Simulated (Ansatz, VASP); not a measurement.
**MnF2 in VASP and in Ansatz**

File INCAR:

```
SYSTEM = MnF2
ALGO = Normal
EDIFF = 1E-7
ENCUT = 520
GGA = CA
ISIF = 2
ISMEAR = 0
ISPIN = 2
LASPH = .TRUE.
LCHARG = .FALSE.
LDAU = .TRUE.
LDAUJ = 0 0
LDAUL = 2 -1
LDAUPRINT = 1
LDAUTYPE = 2
LDAUU = 4 0
LMAXMIX = 4
LORBIT = 11
LREAL = .FALSE.
LWAVE = .FALSE.
MAGMOM = 4.2 -4.2 -0.02 0.02 -0.02 0.02
NBANDS = 40
NELM = 150
PREC = Accurate
SIGMA = 0.05
```

Contents of KPOINTS:

```
k-points
0
G
  4 4 6
  0 0 0
```

Contents of POSCAR:

```
MnF2
1.0
    4.8733996600      0.0000000000      0.0000000000
    0.0000000000      4.8733996600      0.0000000000
    0.0000000000      0.0000000000      3.3098997700
Mn F
2 4
Direct
    0.0000000000      0.0000000000      0.0000000000
    0.5000000000      0.5000000000      0.5000000000
    0.3050000000      0.3050000000      0.0000000000
    0.1950000000      0.8050000000      0.5000000000
    0.6950000000      0.6950000000      0.0000000000
    0.8050000000      0.1950000000      0.5000000000
```

Input for Ansatz:

```yaml
crystal:
  lattice:
    - [4.87339966, 0.0, 0.0]
    - [0.0, 4.87339966, 0.0]
    - [0.0, 0.0, 3.30989977]
  atoms:
    - { symbol: Mn, position: [0.0, 0.0, 0.0], spin: 4.21 }
    - { symbol: Mn, position: [0.5, 0.5, 0.5], spin: -4.21 }
    - { symbol: F, position: [0.305, 0.305, 0.0] }
    - { symbol: F, position: [0.195, 0.805, 0.5] }
    - { symbol: F, position: [0.695, 0.695, 0.0] }
    - { symbol: F, position: [0.805, 0.195, 0.5] }
basis:
  ecutwfc: 420
  ecutrho_ratio: 4
kpoints:
  mp_grid: { grid: [4, 4, 6] }
hamiltonian:
  xc: lda
  hubbard:
    sites:
      - { site: 0, l: d, u_eff: 4.0, starting_ns: [{ spin: up, occupation_matrix: s0up }, { spin: down, occupation_matrix: s0down }] }
      - { site: 1, l: d, u_eff: 4.0, starting_ns: [{ spin: up, occupation_matrix: s1up }, { spin: down, occupation_matrix: s1down }] }
    occupation_matrices:
      s0up:
        matrix:
          - [0.97, 0.0, 0.0, 0.0, 0.0]
          - [0.0, 0.97, 0.0, 0.0, 0.0]
          - [0.0, 0.0, 0.97, 0.0, 0.0]
          - [0.0, 0.0, 0.0, 0.97, 0.0]
          - [0.0, 0.0, 0.0, 0.0, 0.97]
      s0down:
        matrix:
          - [0.02, 0.0, 0.0, 0.0, 0.0]
          - [0.0, 0.02, 0.0, 0.0, 0.0]
          - [0.0, 0.0, 0.02, 0.0, 0.0]
          - [0.0, 0.0, 0.0, 0.02, 0.0]
          - [0.0, 0.0, 0.0, 0.0, 0.02]
      s1up:
        matrix:
          - [0.02, 0.0, 0.0, 0.0, 0.0]
          - [0.0, 0.02, 0.0, 0.0, 0.0]
          - [0.0, 0.0, 0.02, 0.0, 0.0]
          - [0.0, 0.0, 0.0, 0.02, 0.0]
          - [0.0, 0.0, 0.0, 0.0, 0.02]
      s1down:
        matrix:
          - [0.97, 0.0, 0.0, 0.0, 0.0]
          - [0.0, 0.97, 0.0, 0.0, 0.0]
          - [0.0, 0.0, 0.97, 0.0, 0.0]
          - [0.0, 0.0, 0.0, 0.97, 0.0]
          - [0.0, 0.0, 0.0, 0.0, 0.97]
    ns_hold: { iters: 8 }
scf:
  occupations: { method: gaussian, width: 0.05 }
  lower_state_search: "off"
  max_iter: 150
output:
  forces: true
  stress: true
  eigenvalues: true
  populations: true
  hubbard: { sites: [{ site: 0, l: d }, { site: 1, l: d }] }
magnetization:
  spin_polarized: true
  spin_locking: { lock_spins: true, n_iters: 12 }
```

Alike in both runs: task single point; functional LDA; k mesh 4 × 4 × 6; occupations gaussian, width 0.05 eV; collinear spin; Hubbard terms Mn d U = 4.0 eV.

```csv
,VASP,Ansatz
version,VASP 6.6.1,Ansatz 0.2.0
potentials or method,"VASP PAW LDA potentials, release 64 (Mn_pv, F), cutoff 520 eV","scalar-relativistic, plane waves, PAW"
valence electrons in the cell,54,58
```

Ansatz gave:

| Quantity | Value |
| --- | --- |
| gap on the k mesh at the Fermi level (eV) | 3.30 |
| least direct gap on the mesh (eV) | 3.34 |
| pressure (GPa) | -3.9 |
| traceless stress, the component that is largest in VASP (GPa) | -0.56 |
| rms of the force components (eV/Å) | 0.011 |
| net moment per atom (μB) | 0.00 |
| size of the moment on the site where the two differ most (μB) | 4.20 |

**Question.** What did VASP give for the same quantities?

**Answer.** gap on the k mesh at the Fermi level (eV): 3.15; least direct gap on the mesh (eV): 3.20; pressure (GPa): -4.9; traceless stress, the component that is largest in VASP (GPa): -0.76; rms of the force components (eV/Å): 0.010; net moment per atom (μB): 0.00; size of the moment on the site where the two differ most (μB): 4.64.

LDA's correlation is that of Perdew and Zunger in VASP and of Perdew and Wang (1992) in Ansatz. Site moments also hang on the region over which each program counts them. The programs project onto different local orbitals, so the same U acts differently, and such runs can settle in different states. Atom by atom the forces differ by 0.001 eV/Å (rms over components). VASP's potentials hold 54 valence electrons a cell and Ansatz's 58, so a difference there can come from the potentials and not from the codes. Ansatz's warnings: stability check not made, stress scf threshold loose.
